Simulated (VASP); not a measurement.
# Pt2 in VASP: single point with PBE

Aim: the single point of Pt2 with PBE.

All numbers are computed with VASP 6.6.1; they aren't measurements. Logs are shortened: lines on timing, memory, paths and dates and some standing lists are left out, and cuts for length are marked.

### 1 The cell of the first run

The cell holds a cluster in a box, 2 atoms: a = 8.000 Å, b = 8.000 Å, c = 4.800 Å, α = 90.00°, β = 90.00°, γ = 90.00°.

### 2 Single point, PBE

INCAR

```
SYSTEM = Pt
  PREC = Accurate
  ENCUT = 400
  EDIFF = 1E-6
  ISMEAR = 0
  SIGMA = 0.03
  LREAL = .FALSE.
  LASPH = .TRUE.
  NELM = 120
  ALGO = Normal
  ISIF = 2
  LWAVE = .FALSE.
  LCHARG = .TRUE.
  GGA = PE
  LELF = .TRUE.
  LVHAR = .TRUE.
  NBANDS = 17
  GGA_COMPAT = .FALSE.
```

KPOINTS

```
regular mesh
0
G
  1 1 8
  0 0 0
```

POSCAR

```
Pt
1.0
    8.0000000000      0.0000000000      0.0000000000
    0.0000000000      8.0000000000      0.0000000000
    0.0000000000      0.0000000000      4.8000000000
Pt
2
Direct
    0.5000000000      0.5000000000      0.0000000000
    0.5200000000      0.5000000000      0.5000000000
```

Potentials or basis: VASP PAW PBE potentials, release 64 (Pt).

Command:

```console
$ cat potpaw_PBE.64/Pt/POTCAR > POTCAR
$ mpirun -np 1 vasp_std > vasp.out
```

OUTCAR:

```text
SYSTEM = Pt
   PREC = Accurate
   ENCUT = 400
   EDIFF = 1E-6
   ISMEAR = 0
   LREAL = .FALSE.
   LASPH = .TRUE.
   NELM = 120
   ISIF = 2
   GGA = PE

 ion  position               nearest neighbor table
   1  0.500  0.500  0.000-   2 2.41   2 2.41
   2  0.520  0.500  0.500-   1 2.41   1 2.41

  LATTYP: Found a simple tetragonal cell.
 ALAT       =     8.0000000000
 C/A-ratio  =     0.6000000000

  Lattice vectors:

 A1 = (   8.0000000000,   0.0000000000,   0.0000000000)
 A2 = (   0.0000000000,   8.0000000000,   0.0000000000)
 A3 = (   0.0000000000,   0.0000000000,   4.8000000000)

Analysis of symmetry for initial positions (statically):
=====================================================================
 Subroutine PRICEL returns:
 Original cell was already a primitive cell.

 Routine SETGRP: Setting up the symmetry group for a
 simple tetragonal supercell.

 Subroutine GETGRP returns: Found  8 space group operations
 (whereof  4 operations were pure point group operations)
 out of a pool of 16 trial point group operations.

The static configuration has the point symmetry C_2v.
 The point group associated with its full space group is D_2h.

Analysis of symmetry for dynamics (positions and initial velocities):
=====================================================================
 Subroutine PRICEL returns:
 Original cell was already a primitive cell.

 Routine SETGRP: Setting up the symmetry group for a
 simple tetragonal supercell.

 Subroutine GETGRP returns: Found  8 space group operations
 (whereof  4 operations were pure point group operations)
 out of a pool of 16 trial point group operations.

The dynamic configuration has the point symmetry C_2v.
 The point group associated with its full space group is D_2h.

 Subroutine INISYM returns: Found  8 space group operations
 (whereof  4 operations are pure point group operations),
 and found     1 'primitive' translations

----------------------------------------------------------------------------------------

                                     Primitive cell

  volume of cell :     307.2000

  direct lattice vectors                    reciprocal lattice vectors
     8.000000000  0.000000000  0.000000000     0.125000000  0.000000000  0.000000000
     0.000000000  8.000000000  0.000000000     0.000000000  0.125000000  0.000000000
     0.000000000  0.000000000  4.800000000     0.000000000  0.000000000  0.208333333

  length of vectors
     8.000000000  8.000000000  4.800000000     0.125000000  0.125000000  0.208333333

  position of ions in fractional coordinates (direct lattice)
     0.500000000  0.500000000  0.000000000
     0.520000000  0.500000000  0.500000000

  ion indices of the primitive-cell ions
   primitive index   ion index
                 1           1
                 2           2

----------------------------------------------------------------------------------------

 KPOINTS: regular mesh

Automatic generation of k-mesh.
 Grid dimensions read from file:
 generate k-points for:    1    1    8

 Generating k-lattice:

  Cartesian coordinates                     Fractional coordinates (reciprocal lattice)
     0.125000000  0.000000000  0.000000000     1.000000000  0.000000000  0.000000000
     0.000000000  0.125000000  0.000000000     0.000000000  1.000000000  0.000000000
     0.000000000  0.000000000  0.026041667     0.000000000  0.000000000  0.125000000

  Length of vectors
     0.125000000  0.125000000  0.026041667

  Shift w.r.t. Gamma in fractional coordinates (k-lattice)
     0.000000000  0.000000000  0.000000000

 Subroutine IBZKPT returns following result:
 ===========================================

 Found      5 irreducible k-points:

 Following reciprocal coordinates:
            Coordinates               Weight
  0.000000  0.000000  0.000000      1.000000
  0.000000  0.000000  0.125000      2.000000
  0.000000  0.000000  0.250000      2.000000
  0.000000  0.000000  0.375000      2.000000
  0.000000  0.000000  0.500000      1.000000
   k-points           NKPTS =      5   k-points in BZ     NKDIM =      5   number of bands    NBANDS=     17
   number of dos      NEDOS =    301   number of ions     NIONS =      2
   total plane-waves  NPLWV =  93312
   dimension x,y,z NGX =    54 NGY =   54 NGZ =   32
   dimension x,y,z NGXF=   108 NGYF=  108 NGZF=   64
   ions per type =               2
   NGX,Y,Z   is equivalent  to a cutoff of  11.22, 11.22, 11.08 a.u.
   NGXF,Y,Z  is equivalent  to a cutoff of  22.44, 22.44, 22.17 a.u.
 SYSTEM =  Pt
   PREC   = accura    normal or accurate (medium, high low for compatibility)
   ISTART =      0    job   : 0-new  1-cont  2-samecut
   ICHARG =      2    charge: 1-file 2-atom 10-const
   ISPIN  =      1    spin polarized calculation?
   LNONCOLLINEAR =      F non collinear calculations
   LSORBIT =      F    spin-orbit coupling
   LASPH  =      T    aspherical Exc in radial PAW
   ENCUT  =  400.0 eV  29.40 Ry    5.42 a.u.  13.05 13.05  7.83*2*pi/ulx,y,z
   NELM   =    120;   NELMIN=  2; NELMDL= -5     # of ELM steps
   EDIFF  = 0.1E-05   stopping-criterion for ELM
   LREAL  =      F    real-space projection
   EDIFFG = 0.1E-04   stopping-criterion for IOM
   NSW    =      0    number of steps for IOM
   IBRION =     -1    ionic relax: 0-MD 1-quasi-New 2-CG
   NFREE  =      0    steps in history (QN), initial steepest desc. (CG)
   ISIF   =      2    stress and relaxation
   ISYM   =      2    0-nonsym 1-usesym 2-fastsym
   POTIM  = 0.5000    time-step for ionic-motion
   TEBEG  =    0.0;   TEEND  =   0.0 temperature during run
   PSTRESS=    0.0 pullay stress
   NELECT =      20.0000    total number of electrons
   NUPDOWN=      -1.0000    fix difference up-down
   EMIN   =  10.00;   EMAX   =-10.00  energy-range for DOS
   EFERMI =   0.00;   METHOD = LEGACY
   ISMEAR =     0;   SIGMA  =   0.03  broadening in eV -4-tet -1-fermi 0-gaus
   EFERMI_NEDOS =   21; number of points for ismear=-14 and -15
   IALGO  =     38    algorithm
   IMIX   =      4    mixing-type and parameters
     AMIX     =   0.40;   BMIX     =  1.00
     AMIX_MAG =   1.60;   BMIX_MAG =  1.00
  volume/ion in A,a.u.               =     153.60      1036.54
  Fermi-wavevector in a.u.,A,eV,Ry     =   0.658584  1.244543  5.901292  0.433733
  Thomas-Fermi vector in A             =   1.730452
   LORBIT       =      0    0 simple, 1 ext, 2 COOP (PROOUT), +10 PAW based schemes
   GGA     = PE    functional components
   LHFCALC =     F    Hartree Fock is set to
   AEXX    =    0.0000 exact exchange contribution
   IVDW    =     0    specifies the selected vdW correction
   LEPSILON=     F    determine dielectric tensor
   LRPA    =     F    only Hartree local field effects (RPA)
 non-spin polarized calculation
 Gauss-broadening in eV      SIGMA  =   0.03
  energy-cutoff  :      400.00
  volume of cell :      307.20
 maximum number of plane-waves:      5592
 NGX is ok and might be reduce to    54
   NGX = 27   NGY = 27   NGZ = 15

 number of electron      20.0000011 magnetization

 Free energy of the ion-electron system (eV)
  ---------------------------------------------------
  ext. energy  EPLUGINS =         0.00000000
  ---------------------------------------------------
  free energy    TOTEN  =        -6.93185179 eV

  energy without entropy =       -6.93127636  energy(sigma->0) =       -6.93156408

 E-fermi :  -4.4402     XC(G=0):  -3.0263

 val. band max:       -4.4894072293   @ k =   0.0000   0.0000   0.1250
 cond. band min:      -4.3910307388   @ k =   0.0000   0.0000   0.2500
 fundamental gap:      0.0983764906
 Fermi energy:        -4.4402189841

 k-point     1 :       0.0000    0.0000    0.0000
  band No.  band energies     occupation
      1     -10.8514      2.00000
      2      -8.1783      2.00000
      3      -8.1717      2.00000
      4      -6.0455      2.00000
      5      -5.8202      2.00000
      6      -5.8187      2.00000
      7      -4.8438      2.00000
      8      -4.8365      2.00000
      9      -4.2222      0.00000
     10      -3.8353      0.00000
     11      -3.6580      0.00000
     12      -0.8895      0.00000
     13      -0.8293      0.00000
     14       0.5372      0.00000
     15       1.1004      0.00000
     16       2.3681      0.00000
     17       3.8689      0.00000

 k-point     2 :       0.0000    0.0000    0.1250
  band No.  band energies     occupation
      1     -10.6124      2.00000
      2      -8.0657      2.00000
      3      -8.0508      2.00000
      4      -5.9752      2.00000
      5      -5.7842      2.00000
      6      -5.7829      2.00000
      7      -4.9062      2.00000
      8      -4.8872      2.00000
      9      -4.4894      1.97959
     10      -4.0082      0.00000
     11      -3.9886      0.00000
     12      -0.6377      0.00000
     13      -0.5452      0.00000
     14      -0.5169      0.00000
     15       1.1986      0.00000
     16       2.4648      0.00000
     17       4.0272      0.00000

 k-point     3 :       0.0000    0.0000    0.2500
  band No.  band energies     occupation
      1      -9.9149      2.00000
      2      -7.7336      2.00000
      3      -7.6882      2.00000
      4      -5.7680      2.00000
      5      -5.6793      2.00000
      6      -5.6793      2.00000
      7      -5.3421      2.00000
      8      -5.0714      2.00000
      9      -4.9350      2.00000
     10      -4.6802      2.00000
     11      -4.3910      0.02041
     12      -2.4452      0.00000
     13       0.0321      0.00000
     14       0.0891      0.00000
     15       1.4933      0.00000
     16       2.7529      0.00000
     17       3.8543      0.00000

 k-point     4 :       0.0000    0.0000    0.3750
  band No.  band energies     occupation
      1      -8.8288      2.00000
      2      -7.2004      2.00000
      3      -7.0767      2.00000
      4      -6.3141      2.00000
      5      -5.6984      2.00000
      6      -5.5229      2.00000
      7      -5.5195      2.00000
      8      -5.4254      2.00000
      9      -5.2063      2.00000
     10      -5.0953      2.00000
     11      -4.9923      2.00000
     12      -4.1101      0.00000
     13       0.8210      0.00000
     14       0.8686      0.00000
     15       1.9834      0.00000
     16       2.7151      0.00000
     17       2.7544      0.00000

 k-point     5 :       0.0000    0.0000    0.5000
  band No.  band energies     occupation
      1      -7.5264      2.00000
      2      -7.5264      2.00000
      3      -6.5001      2.00000
      4      -6.5001      2.00000
      5      -6.1775      2.00000
      6      -6.1775      2.00000
      7      -5.3208      2.00000
      8      -5.3208      2.00000
      9      -5.3202      2.00000
     10      -5.3202      2.00000
     11      -4.9494      2.00000
     12      -4.9494      2.00000
     13       1.7136      0.00000
     14       1.7136      0.00000
     15       1.7549      0.00000
     16       1.7549      0.00000
     17       2.6784      0.00000

------------------------ aborting loop because EDIFF is reached ----------------------------------------

  FORCE on cell =-STRESS in cart. coord.  units (eV):
  Direction    XX          YY          ZZ          XY          YZ          ZX
  --------------------------------------------------------------------------------------
  -------------------------------------------------------------------------------------
  Total       -0.0058434     -0.1153132     -4.0252419      0.0000000      0.0000000      0.0000000
  in kB       -0.0304758     -0.6014069    -20.9933310      0.0000000      0.0000000      0.0000000
  external PRESSURE =      -7.2084046 kB  Pullay stress =       0.0000000 kB

 VOLUME and BASIS-vectors are now :
 -----------------------------------------------------------------------------
  energy-cutoff  :      400.00
  volume of cell :      307.20
      direct lattice vectors                 reciprocal lattice vectors
     8.000000000  0.000000000  0.000000000     0.125000000  0.000000000  0.000000000
     0.000000000  8.000000000  0.000000000     0.000000000  0.125000000  0.000000000
     0.000000000  0.000000000  4.800000000     0.000000000  0.000000000  0.208333333

 POSITION                                       TOTAL-FORCE (eV/Angst)
 -----------------------------------------------------------------------------------
      4.00000      4.00000      0.00000        -0.702303      0.000000      0.000000
      4.16000      4.00000      2.40000         0.702303      0.000000      0.000000
 -----------------------------------------------------------------------------------
    total drift:                                0.000015      0.000000     -0.000000

  FREE ENERGIE OF THE ION-ELECTRON SYSTEM (eV)
  ---------------------------------------------------
  free  energy   TOTEN  =        -6.9318517945 eV

  energy  without entropy=       -6.9312763599  energy(sigma->0) =       -6.93156408
```

Wall time 42 s (1 thread of Intel Xeon 8259CL, shared host); peak memory 0.27 GiB.

What came out:

```
Free energy                     : -6.9319 eV
Largest force                   : 0.702 eV/Å
Gap between the frontier levels : zero (band 10 reaches -3.84 eV, above the bottom of band 11 at -4.99 eV)
```

Forces on the atoms (eV/Å):
```
Pt  -0.702  0.000  0.000
Pt   0.702  0.000  0.000
```

Levels at points of the mesh, in eV from the Fermi level:
| k point | band 8 | band 9 | band 10 | band 11 | band 12 | band 13 |
| --- | --- | --- | --- | --- | --- | --- |
| (0.00, 0.00, 0.00) | -0.40 | 0.22 | 0.60 | 0.78 | 3.55 | 3.61 |
| (0.00, 0.00, 0.50) | -0.88 | -0.88 | -0.88 | -0.51 | -0.51 | 6.15 |

Caveat: spin-orbit coupling is left out, which moves the levels of the heavy elements.
